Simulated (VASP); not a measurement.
# AlNi (Pmmm) in VASP: a series of runs

The runs below take AlNi through single point, with PBEsol.

All numbers are computed with VASP 6.6.1; they aren't measurements. Logs are shortened: lines on timing, memory, paths and dates and some standing lists are left out, and cuts for length are marked.

### Step 1. The cell of the first run

The structure is orthorhombic, space group Pmmm (No. 47). Conventional cell: a = 2.649 Å, b = 2.869 Å, c = 3.173 Å, α = 90.00°, β = 90.00°, γ = 90.00°. Al (site symmetry mmm) has 8 Ni at 2.52 Å and 6 Al at 2.65 to 3.17 Å within 3.3 Å. Within 3.3 Å of Ni (site symmetry mmm) lie 8 Al at 2.52 Å and 6 Ni at 2.65 to 3.17 Å.

### Step 2. Single point, PBEsol (normal strain along x -0.0733, normal strain along y +0.1100)

Contents of INCAR:

```
SYSTEM = AlNi
ALGO     = Fast           ! electronic algorithm
EDIFF    = 1E-7           ! SCF threshold, eV
ENCUT    = 520            ! plane-wave cutoff, eV
GGA      = PS             ! functional
ISIF     = 2              ! what is computed and relaxed
ISMEAR   = 0              ! smearing method
LASPH    = .TRUE.         ! aspherical terms in the spheres
LCHARG   = .FALSE.        ! write CHGCAR
LREAL    = .FALSE.        ! projectors in reciprocal space
LWAVE    = .FALSE.        ! write WAVECAR
NBANDS   = 14             ! bands
NELM     = 60             ! most SCF steps
PREC     = Accurate       ! precision mode
SIGMA    = 0.15           ! smearing width, eV
```

Contents of KPOINTS:

```
k-points
0
G
  16 16 16
  0 0 0
```

Contents of POSCAR:

```
AlNi
1.0
    1.8730457086     -1.8729959351      0.0000000000
    2.2435217578      2.2434818294      0.0000000000
    0.0000000000      0.0000000000      2.8688666979
Al Ni
1 1
Direct
    0.0000000000      0.0000000000      0.0000000000
    0.5000000000      0.5000000000      0.5000000000
```

Potentials or basis: VASP PAW PBE potentials, release 64 (Al, Ni).

On the command line:

```
$ cat potpaw_PBE.64/Al/POTCAR potpaw_PBE.64/Ni/POTCAR > POTCAR
$ mpirun -np 1 vasp_std > vasp.out
```

OUTCAR:

```text
SYSTEM = AlNi
   EDIFF = 1E-7
   ENCUT = 520
   GGA = PS
   ISIF = 2
   ISMEAR = 0
   LASPH = .TRUE.
   LREAL = .FALSE.
   NELM = 60
   PREC = Accurate

 ion  position               nearest neighbor table
   1  0.000  0.000  0.000-   2 2.52   2 2.52   2 2.52   2 2.52   2 2.52   2 2.52   2 2.52   2 2.52

   2  0.500  0.500  0.500-   1 2.52   1 2.52   1 2.52   1 2.52   1 2.52   1 2.52   1 2.52   1 2.52

  LATTYP: Found a simple monoclinic cell.
 ALAT       =     2.6488514491
 B/A-ratio  =     1.0830606219
 C/A-ratio  =     1.1977986402
 COS(beta)  =    -0.0000221856

  Lattice vectors:

 A1 = (   1.8730457086,  -1.8729959351,   0.0000000000)
 A2 = (   0.0000000000,   0.0000000000,   2.8688666979)
 A3 = (  -2.2435217578,  -2.2434818294,   0.0000000000)

Analysis of symmetry for initial positions (statically):
=====================================================================
 Subroutine PRICEL returns:
 Original cell was already a primitive cell.

 Routine SETGRP: Setting up the symmetry group for a
 simple monoclinic supercell.

 Subroutine GETGRP returns: Found  4 space group operations
 (whereof  4 operations were pure point group operations)
 out of a pool of  4 trial point group operations.

The static configuration has the point symmetry C_2h.

Analysis of symmetry for dynamics (positions and initial velocities):
=====================================================================
 Subroutine PRICEL returns:
 Original cell was already a primitive cell.

 Routine SETGRP: Setting up the symmetry group for a
 simple monoclinic supercell.

 Subroutine GETGRP returns: Found  4 space group operations
 (whereof  4 operations were pure point group operations)
 out of a pool of  4 trial point group operations.

The dynamic configuration has the point symmetry C_2h.

 Subroutine INISYM returns: Found  4 space group operations
 (whereof  4 operations are pure point group operations),
 and found     1 'primitive' translations

----------------------------------------------------------------------------------------

                                     Primitive cell

  volume of cell :      24.1107

  direct lattice vectors                    reciprocal lattice vectors
     1.873045709 -1.872995935  0.000000000     0.266946072 -0.266950823  0.000000000
     2.243521758  2.243481829  0.000000000     0.222862918  0.222868841  0.000000000
     0.000000000  0.000000000  2.868866698     0.000000000  0.000000000  0.348569699

  length of vectors
     2.648851449  3.172790664  2.868866698     0.377522115  0.315179949  0.348569699

  position of ions in fractional coordinates (direct lattice)
     0.000000000  0.000000000  0.000000000
     0.500000000  0.500000000  0.500000000

  ion indices of the primitive-cell ions
   primitive index   ion index
                 1           1
                 2           2

----------------------------------------------------------------------------------------

 KPOINTS: k-points

Automatic generation of k-mesh.
 Grid dimensions read from file:
 generate k-points for:   16   16   16

 Generating k-lattice:

  Cartesian coordinates                     Fractional coordinates (reciprocal lattice)
     0.016684129 -0.016684426  0.000000000     0.062500000  0.000000000  0.000000000
     0.013928932  0.013929303  0.000000000     0.000000000  0.062500000  0.000000000
     0.000000000  0.000000000  0.021785606     0.000000000  0.000000000  0.062500000

  Length of vectors
     0.023595132  0.019698747  0.021785606

  Shift w.r.t. Gamma in fractional coordinates (k-lattice)
     0.000000000  0.000000000  0.000000000

 Subroutine IBZKPT returns following result:
 ===========================================

 Found   1170 irreducible k-points:

 Following reciprocal coordinates:
            Coordinates               Weight
  0.000000  0.000000  0.000000      1.000000
  0.062500 -0.000000  0.000000      2.000000
  0.125000 -0.000000  0.000000      2.000000
  0.187500  0.000000  0.000000      2.000000
  0.250000 -0.000000  0.000000      2.000000
  0.312500 -0.000000  0.000000      2.000000
[... 16 lines left out ...]
 -0.187500  0.062500  0.000000      2.000000
 -0.125000  0.062500  0.000000      2.000000
 [... further k-points ...]
   k-points           NKPTS =   1170   k-points in BZ     NKDIM =   1170   number of bands    NBANDS=     14
   number of dos      NEDOS =    301   number of ions     NIONS =      2
   total plane-waves  NPLWV =  11520
   dimension x,y,z NGX =    20 NGY =   24 NGZ =   24
   dimension x,y,z NGXF=    40 NGYF=   48 NGZF=   48
   ions per type =               1   1
   NGX,Y,Z   is equivalent  to a cutoff of  12.55, 12.58, 13.91 a.u.
   NGXF,Y,Z  is equivalent  to a cutoff of  25.10, 25.15, 27.82 a.u.
 SYSTEM =  AlNi
   PREC   = accura    normal or accurate (medium, high low for compatibility)
   ISTART =      0    job   : 0-new  1-cont  2-samecut
   ICHARG =      2    charge: 1-file 2-atom 10-const
   ISPIN  =      1    spin polarized calculation?
   LNONCOLLINEAR =      F non collinear calculations
   LSORBIT =      F    spin-orbit coupling
   LASPH  =      T    aspherical Exc in radial PAW
   ENCUT  =  520.0 eV  38.22 Ry    6.18 a.u.   4.93  5.90  5.33*2*pi/ulx,y,z
   NELM   =     60;   NELMIN=  2; NELMDL= -5     # of ELM steps
   EDIFF  = 0.1E-06   stopping-criterion for ELM
   LREAL  =      F    real-space projection
   EDIFFG = 0.1E-05   stopping-criterion for IOM
   NSW    =      0    number of steps for IOM
   IBRION =     -1    ionic relax: 0-MD 1-quasi-New 2-CG
   NFREE  =      0    steps in history (QN), initial steepest desc. (CG)
   ISIF   =      2    stress and relaxation
   ISYM   =      2    0-nonsym 1-usesym 2-fastsym
   POTIM  = 0.5000    time-step for ionic-motion
   TEBEG  =    0.0;   TEEND  =   0.0 temperature during run
   PSTRESS=    0.0 pullay stress
   NELECT =      13.0000    total number of electrons
   NUPDOWN=      -1.0000    fix difference up-down
   EMIN   =  10.00;   EMAX   =-10.00  energy-range for DOS
   EFERMI =   0.00;   METHOD = LEGACY
   ISMEAR =     0;   SIGMA  =   0.15  broadening in eV -4-tet -1-fermi 0-gaus
   EFERMI_NEDOS =   21; number of points for ismear=-14 and -15
   IALGO  =     68    algorithm
   IMIX   =      4    mixing-type and parameters
     AMIX     =   0.40;   BMIX     =  1.00
     AMIX_MAG =   1.60;   BMIX_MAG =  1.00
  volume/ion in A,a.u.               =      12.06        81.35
  Fermi-wavevector in a.u.,A,eV,Ry     =   1.332456  2.517976 24.156307  1.775439
  Thomas-Fermi vector in A             =   2.461389
   LORBIT       =      0    0 simple, 1 ext, 2 COOP (PROOUT), +10 PAW based schemes
   GGA     = PS    functional components
   LHFCALC =     F    Hartree Fock is set to
   AEXX    =    0.0000 exact exchange contribution
   IVDW    =     0    specifies the selected vdW correction
   LEPSILON=     F    determine dielectric tensor
   LRPA    =     F    only Hartree local field effects (RPA)
 non-spin polarized calculation
 RMM-DIIS sequential band-by-band and
 Gauss-broadening in eV      SIGMA  =   0.15
  energy-cutoff  :      520.00
  volume of cell :       24.11
 maximum number of plane-waves:       668
   NGX =  9   NGY = 11   NGZ = 11

 number of electron      12.9999989 magnetization

 Free energy of the ion-electron system (eV)
  ---------------------------------------------------
  ext. energy  EPLUGINS =         0.00000000
  ---------------------------------------------------
  free energy    TOTEN  =       -11.49086368 eV

  energy without entropy =      -11.47988756  energy(sigma->0) =      -11.48537562

 E-fermi :   9.8055     XC(G=0): -12.1261

 val. band max:        9.8034073778   @ k =   0.4375   0.1250   0.0625
 cond. band min:       9.8064839707   @ k =   0.4375   0.0000   0.1875
 fundamental gap:      0.0030765929
 Fermi energy:         9.8054594679

 k-point     1 :       0.0000    0.0000    0.0000
  band No.  band energies     occupation
      1      -1.3025      2.00000
      2       6.4520      2.00000
      3       6.5997      2.00000
      4       8.0503      2.00000
      5       8.3203      2.00000
      6       8.5332      2.00000
      7      12.2408      0.00000
      8      15.4731      0.00000
      9      16.5754      0.00000
     10      18.1984      0.00000
     11      18.6251      0.00000
     12      24.4040      0.00000
     13      28.7909      0.00000
     14      30.6603      0.00000

 k-point     2 :       0.0625   -0.0000    0.0000
  band No.  band energies     occupation
      1      -1.2177      2.00000
      2       6.4802      2.00000
      3       6.6195      2.00000
      4       8.0568      2.00000
      5       8.2478      2.00000
      6       8.4898      2.00000
      7      12.3781      0.00000
      8      15.5810      0.00000
      9      16.4004      0.00000
     10      17.1952      0.00000
     11      19.3420      0.00000
     12      25.0703      0.00000
     13      28.8141      0.00000
     14      29.6165      0.00000

 k-point     3 :       0.1250   -0.0000    0.0000
  band No.  band energies     occupation
      1      -0.9645      2.00000
      2       6.5572      2.00000
      3       6.6710      2.00000
      4       8.0597      2.00000
      5       8.0756      2.00000
      6       8.3704      2.00000
      7      12.7620      0.00000
      8      15.1139      0.00000
      9      15.8950      0.00000
     10      16.9052      0.00000
     11      19.8797      0.00000
     12      26.7219      0.00000
     13      27.7787      0.00000
     14      28.8822      0.00000
[... 324 lines left out ...]
 k-point    23 :      -0.1875    0.0625    0.0000
  band No.  band energies     occupation
      1      -0.4884      2.00000
      2       6.6398      2.00000
      3       6.7360      2.00000
      4       7.7961      2.00000
      5       8.0833      2.00000
      6       8.2066      2.00000
      7      12.7377      0.00000
      8      13.6626      0.00000
      9      16.4671      0.00000
     10      17.5155      0.00000
     11      20.3919      0.00000
     12      25.3416      0.00000
     13      28.3877      0.00000
     14      28.5257      0.00000

 k-point    24 :      -0.1250    0.0625    0.0000
  band No.  band energies     occupation
      1      -0.9058      2.00000
      2       6.5321      2.00000
      3       6.6792      2.00000
      4       8.0423      2.00000
      5       8.0558      2.00000
      6       8.3728      2.00000
      7      12.2794      0.00000
      8      15.2371      0.00000
      9      15.9725      0.00000
     10      17.3757      0.00000
     11      19.9444      0.00000
     12      26.6881      0.00000
     13      27.2465      0.00000
     14      28.1915      0.00000

 [... further k-points ...]
[... 5 lines left out ...]
  --------------------------------------------------------------------------------------
  -------------------------------------------------------------------------------------
  Total       -0.2310432     -0.2303382     -0.9833723     -1.0963817      0.0000000      0.0000000
  in kB      -15.3530400    -15.3061948    -65.3460243    -72.8556056      0.0000000      0.0000000
  external PRESSURE =     -32.0017530 kB  Pullay stress =       0.0000000 kB

 VOLUME and BASIS-vectors are now :
 -----------------------------------------------------------------------------
  energy-cutoff  :      520.00
  volume of cell :       24.11
      direct lattice vectors                 reciprocal lattice vectors
     1.873045709 -1.872995935  0.000000000     0.266946072 -0.266950823  0.000000000
     2.243521758  2.243481829  0.000000000     0.222862918  0.222868841  0.000000000
     0.000000000  0.000000000  2.868866698     0.000000000  0.000000000  0.348569699

 POSITION                                       TOTAL-FORCE (eV/Angst)
 -----------------------------------------------------------------------------------
      0.00000      0.00000      0.00000         0.000000      0.000000      0.000000
      2.05828      0.18524      1.43443         0.000000     -0.000000      0.000000
 -----------------------------------------------------------------------------------
    total drift:                                0.000000      0.000000      0.000000

  FREE ENERGIE OF THE ION-ELECTRON SYSTEM (eV)
  ---------------------------------------------------
  free  energy   TOTEN  =       -11.4908636812 eV

  energy  without entropy=      -11.4798875563  energy(sigma->0) =      -11.48537562
```

Run time: 4.5 min. Hardware: 1 thread of AMD EPYC 7R13 (Zen 3), shared host; peak memory 0.45 GiB.

Results:

* Free energy: -11.4909 eV
* Pressure: -3.2 GPa
* Band gap on the k mesh: zero (an odd number of electrons rules out a gap without spin polarisation)

Caveat: the cell differs from its parent crystal (normal strain along x -0.0733, normal strain along y +0.1100); the stress differs along the axes, from -7 to -2 GPa; the PAW data sets were made with another functional, which shifts forces and pressure a little. Spin polarisation is off, so any magnetic state and its effect on volume and gap are missing.

[end of part 1 of 2]
